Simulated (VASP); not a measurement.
Input of a VASP 6.6.1 run:

File INCAR:

```
PREC = Accurate
ENCUT = 520
EDIFF = 1E-6
ISMEAR = -1
SIGMA = 0.05
LREAL = F
LASPH = T
NELM = 100
ALGO = Fast
ISIF = 2
LWAVE = F
LCHARG = F
GGA = PE
NBANDS = 16
```

File KPOINTS:

```
regular mesh
0
Gamma
  6 6 3
```

The input POSCAR:

```
Rb
1.0
    2.5715771464     -4.5032088319      0.0000000000
    2.5715771464      4.5032088319      0.0000000000
    0.0000000000      0.0000000000      8.5591734803
Rb
2
Direct
    0.1602887400      0.8397112600      0.7500000000
    0.8397112600      0.1602887400      0.2500000000
```

Potentials or basis: VASP PAW PBE potentials, release 64 (Rb_sv).

Run with:

```sh
$ cat potpaw_PBE.64/Rb_sv/POTCAR > POTCAR
$ mpirun -np 1 vasp_std > vasp.out
```

Problem. Predict the band gap on the k mesh.

Solution. Zero (band 9 reaches 0.72 eV, above the bottom of band 10 at -0.98 eV).

Problem. Predict the pressure.

Solution. -0.2 GPa.

Problem. Predict the largest force.

Solution. 0.004 eV/Å.

Forces in eV/Å, atoms in the order of the input:
```
Rb   0.000 -0.004  0.000
Rb   0.000  0.004  0.000
```
